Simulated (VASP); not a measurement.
# Bi (P6/mmm) in VASP: a series of runs, part 2 of 2

VASP 6.6.1.

**3. Single point, r2SCAN**

Input file POSCAR:

```
Bi
1.0
    5.7065619619      0.0000000000      0.0000000000
   -2.8532809810      4.9420276273      0.0000000000
    0.0000000000      0.0000000000      3.3536636316
Bi
3
Direct
    0.0000000000      1.0000000000      0.0000000000
    0.3333333333      0.6666666667      0.5000000000
    0.6666666667      0.3333333333      0.5000000000
```

Input file INCAR.step1:

```
  PREC = Accurate
  ENCUT = 550
  ISMEAR = -1
  SIGMA = 0.1
  LREAL = F
  LASPH = T
  NELM = 120
  NBANDS = 30
  GGA = PE
  ALGO = Normal
  EDIFF = 1E-5
  LWAVE = T
  LCHARG = F
  GGA_COMPAT = F
```

Input file INCAR.step2:

```
  PREC = Accurate
  ENCUT = 550
  EDIFF = 1E-6
  ISMEAR = -1
  SIGMA = 0.1
  LREAL = F
  LASPH = T
  NELM = 120
  ALGO = Normal
  ISIF = 2
  LWAVE = F
  LCHARG = T
  METAGGA = R2SCAN
  LMIXTAU = T
  LELF = T
  LVHAR = T
  NBANDS = 30
  ISTART = 1
  GGA_COMPAT = F
```

Input file KPOINTS:

```
Automatic mesh
0
Gamma
  7 7 9
```

Potentials or basis: VASP PAW PBE potentials, release 64 (Bi_d).

On the command line:

```
$ cat potpaw_PBE.64/Bi_d/POTCAR > POTCAR
$ cp INCAR.step1 INCAR
$ mpirun -np 1 vasp_std > vasp.out
$ cp INCAR.step2 INCAR
$ mpirun -np 1 vasp_std > vasp.out
```

OUTCAR:

```text
PREC = Accurate
   ENCUT = 550
   EDIFF = 1E-6
   ISMEAR = -1
   LREAL = F
   LASPH = T
   NELM = 120
   ISIF = 2
   METAGGA = R2SCAN
   ISTART = 1

 ion  position               nearest neighbor table
   1  0.000  0.000  0.000-   2 3.70   3 3.70   2 3.70   3 3.70   3 3.70   3 3.70   2 3.70   2 3.70
                             3 3.70   3 3.70   2 3.70   2 3.70
   2  0.333  0.667  0.500-   3 3.29   3 3.29   3 3.29   1 3.70   1 3.70   1 3.70   1 3.70   1 3.70
                             1 3.70
   3  0.667  0.333  0.500-   2 3.29   2 3.29   2 3.29   1 3.70   1 3.70   1 3.70   1 3.70   1 3.70
                             1 3.70

  LATTYP: Found a hexagonal cell.
 ALAT       =     5.7065619619
 C/A-ratio  =     0.5876854845

  Lattice vectors:

 A1 = (   5.7065619619,   0.0000000000,   0.0000000000)
 A2 = (  -2.8532809810,   4.9420276273,   0.0000000000)
 A3 = (   0.0000000000,   0.0000000000,   3.3536636316)

Analysis of symmetry for initial positions (statically):
=====================================================================
 Subroutine PRICEL returns:
 Original cell was already a primitive cell.

 Routine SETGRP: Setting up the symmetry group for a
 hexagonal supercell.

 Subroutine GETGRP returns: Found 24 space group operations
 (whereof 24 operations were pure point group operations)
 out of a pool of 24 trial point group operations.

The static configuration has the point symmetry D_6h.

Analysis of symmetry for dynamics (positions and initial velocities):
=====================================================================
 Subroutine PRICEL returns:
 Original cell was already a primitive cell.

 Routine SETGRP: Setting up the symmetry group for a
 hexagonal supercell.

 Subroutine GETGRP returns: Found 24 space group operations
 (whereof 24 operations were pure point group operations)
 out of a pool of 24 trial point group operations.

The dynamic configuration has the point symmetry D_6h.

 Subroutine INISYM returns: Found 24 space group operations
 (whereof 24 operations are pure point group operations),
 and found     1 'primitive' translations

----------------------------------------------------------------------------------------

                                     Primitive cell

  volume of cell :      94.5800

  direct lattice vectors                    reciprocal lattice vectors
     5.706561962  0.000000000  0.000000000     0.175236860  0.101173048  0.000000000
    -2.853280981  4.942027627  0.000000000     0.000000000  0.202346097  0.000000000
     0.000000000  0.000000000  3.353663632     0.000000000  0.000000000  0.298181365

  length of vectors
     5.706561962  5.706561962  3.353663632     0.202346097  0.202346097  0.298181365

  position of ions in fractional coordinates (direct lattice)
     0.000000000  0.000000000  0.000000000
     0.333333333  0.666666667  0.500000000
     0.666666667  0.333333333  0.500000000

  ion indices of the primitive-cell ions
   primitive index   ion index
                 1           1
                 2           2
                 3           3

----------------------------------------------------------------------------------------

 KPOINTS: Automatic mesh

Automatic generation of k-mesh.
 Grid dimensions read from file:
 generate k-points for:    7    7    9

 Generating k-lattice:

  Cartesian coordinates                     Fractional coordinates (reciprocal lattice)
     0.025033837  0.014453293  0.000000000     0.142857143 -0.000000000  0.000000000
     0.000000000  0.028906585  0.000000000     0.000000000  0.142857143  0.000000000
     0.000000000  0.000000000  0.033131263     0.000000000  0.000000000  0.111111111

  Length of vectors
     0.028906585  0.028906585  0.033131263

  Shift w.r.t. Gamma in fractional coordinates (k-lattice)
     0.000000000  0.000000000  0.000000000

 Subroutine IBZKPT returns following result:
 ===========================================

 Found     40 irreducible k-points:

 Following reciprocal coordinates:
            Coordinates               Weight
  0.000000  0.000000  0.000000      1.000000
  0.142857 -0.000000  0.000000      6.000000
  0.285714  0.000000  0.000000      6.000000
  0.428571  0.000000  0.000000      6.000000
  0.142857  0.142857  0.000000      6.000000
  0.285714  0.142857  0.000000     12.000000
[... 16 lines left out ...]
  0.428571  0.142857  0.222222     12.000000
  0.285714  0.285714  0.222222     12.000000
 [... further k-points ...]
   k-points           NKPTS =     40   k-points in BZ     NKDIM =     40   number of bands    NBANDS=     30
   number of dos      NEDOS =    301   number of ions     NIONS =      3
   total plane-waves  NPLWV =  64512
   dimension x,y,z NGX =    48 NGY =   48 NGZ =   28
   dimension x,y,z NGXF=    96 NGYF=   96 NGZF=   56
   ions per type =               3
   NGX,Y,Z   is equivalent  to a cutoff of  13.98, 13.98, 13.88 a.u.
   NGXF,Y,Z  is equivalent  to a cutoff of  27.97, 27.97, 27.76 a.u.
 SYSTEM =  unknown system
   PREC   = accura    normal or accurate (medium, high low for compatibility)
   ISTART =      1    job   : 0-new  1-cont  2-samecut
   ICHARG =      0    charge: 1-file 2-atom 10-const
   ISPIN  =      1    spin polarized calculation?
   LNONCOLLINEAR =      F non collinear calculations
   LSORBIT =      F    spin-orbit coupling
   LASPH  =      T    aspherical Exc in radial PAW
   ENCUT  =  550.0 eV  40.42 Ry    6.36 a.u.  10.91 10.91  6.41*2*pi/ulx,y,z
   NELM   =    120;   NELMIN=  2; NELMDL=  0     # of ELM steps
   EDIFF  = 0.1E-05   stopping-criterion for ELM
   LREAL  =      F    real-space projection
   EDIFFG = 0.1E-04   stopping-criterion for IOM
   NSW    =      0    number of steps for IOM
   IBRION =     -1    ionic relax: 0-MD 1-quasi-New 2-CG
   NFREE  =      0    steps in history (QN), initial steepest desc. (CG)
   ISIF   =      2    stress and relaxation
   ISYM   =      2    0-nonsym 1-usesym 2-fastsym
   POTIM  = 0.5000    time-step for ionic-motion
   TEBEG  =    0.0;   TEEND  =   0.0 temperature during run
   PSTRESS=    0.0 pullay stress
   NELECT =      45.0000    total number of electrons
   NUPDOWN=      -1.0000    fix difference up-down
   EMIN   =  10.00;   EMAX   =-10.00  energy-range for DOS
   EFERMI =   0.00;   METHOD = LEGACY
   ISMEAR =    -1;   SIGMA  =   0.10  broadening in eV -4-tet -1-fermi 0-gaus
   EFERMI_NEDOS =   21; number of points for ismear=-14 and -15
   IALGO  =     38    algorithm
   IMIX   =      4    mixing-type and parameters
     AMIX     =   0.40;   BMIX     =  1.00
     AMIX_MAG =   1.60;   BMIX_MAG =  1.00
  volume/ion in A,a.u.               =      31.53       212.75
  Fermi-wavevector in a.u.,A,eV,Ry     =   1.278044  2.415154 22.223721  1.633397
  Thomas-Fermi vector in A             =   2.410609
   LORBIT       =      0    0 simple, 1 ext, 2 COOP (PROOUT), +10 PAW based schemes
   METAGGA = R2SCAN    functional components
   LHFCALC =     F    Hartree Fock is set to
   AEXX    =    0.0000 exact exchange contribution
   IVDW    =     0    specifies the selected vdW correction
   LEPSILON=     F    determine dielectric tensor
   LRPA    =     F    only Hartree local field effects (RPA)
 non-spin polarized calculation
  energy-cutoff  :      550.00
  volume of cell :       94.58
 maximum number of plane-waves:      2791
 NGX is ok and might be reduce to    48
   NGX = 21   NGY = 21   NGZ = 13

 number of electron      45.0000006 magnetization

 Free energy of the ion-electron system (eV)
  ---------------------------------------------------
  ext. energy  EPLUGINS =         0.00000000
  ---------------------------------------------------
  free energy    TOTEN  =      -174.80870695 eV

  energy without entropy =     -174.74115240  energy(sigma->0) =     -174.77492967

 E-fermi :   7.6763     XC(G=0): -10.9875

 val. band max:        7.6732282739   @ k =   0.4286   0.1429   0.4444
 cond. band min:       7.7002011782   @ k =   0.1429   0.1429   0.3333
 fundamental gap:      0.0269729043
 Fermi energy:         7.6763244909

 k-point     1 :       0.0000    0.0000    0.0000
  band No.  band energies     occupation
      1     -16.1752      2.00000
      2     -16.0733      2.00000
      3     -16.0640      2.00000
      4     -16.0522      2.00000
      5     -16.0522      2.00000
      6     -15.9743      2.00000
[... 22 lines left out ...]
     29      17.4725      0.00000
     30      18.5809      0.00000
[... 728 lines left out ...]
  band No.  band energies     occupation
      1     -16.1133      2.00000
      2     -16.0794      2.00000
      3     -16.0751      2.00000
      4     -16.0268      2.00000
      5     -15.9999      2.00000
      6     -15.9892      2.00000
[... 22 lines left out ...]
     29      15.5218      0.00000
     30      15.7610      0.00000

 [... further k-points ...]
[... 5 lines left out ...]
  --------------------------------------------------------------------------------------
  -------------------------------------------------------------------------------------
  Total       -0.0158824     -0.0158824     -0.0278737      0.0000000      0.0000000      0.0000000
  in kB       -0.2690468     -0.2690468     -0.4721784      0.0000000      0.0000000      0.0000000
  external PRESSURE =      -0.3367573 kB  Pullay stress =       0.0000000 kB

 VOLUME and BASIS-vectors are now :
 -----------------------------------------------------------------------------
  energy-cutoff  :      550.00
  volume of cell :       94.58
      direct lattice vectors                 reciprocal lattice vectors
     5.706561962  0.000000000  0.000000000     0.175236860  0.101173048  0.000000000
    -2.853280981  4.942027627  0.000000000     0.000000000  0.202346097  0.000000000
     0.000000000  0.000000000  3.353663632     0.000000000  0.000000000  0.298181365

 POSITION                                       TOTAL-FORCE (eV/Angst)
 -----------------------------------------------------------------------------------
      0.00000      0.00000      0.00000         0.000000      0.000000      0.000000
     -0.00000      3.29469      1.67683        -0.000000      0.000000     -0.000000
      2.85328      1.64734      1.67683         0.000000      0.000000      0.000000
 -----------------------------------------------------------------------------------
    total drift:                               -0.000000      0.000000     -0.000000

  FREE ENERGIE OF THE ION-ELECTRON SYSTEM (eV)
  ---------------------------------------------------
  free  energy   TOTEN  =      -174.8087069501 eV

  energy  without entropy=     -174.7411523979  energy(sigma->0) =     -174.77492967
```

It took 10 min on 1 thread of Intel Xeon 8259CL, shared host; peak memory 0.3 GiB.

Results:

- Free energy: -174.8087 eV
- Pressure: 0.0 GPa
- Band gap on the k mesh: zero (an odd number of electrons rules out a gap without spin polarisation)

Caveat: the PAW data sets were made with another functional, which shifts forces and pressure a little; spin-orbit coupling is left out, which moves the levels of the heavy elements.
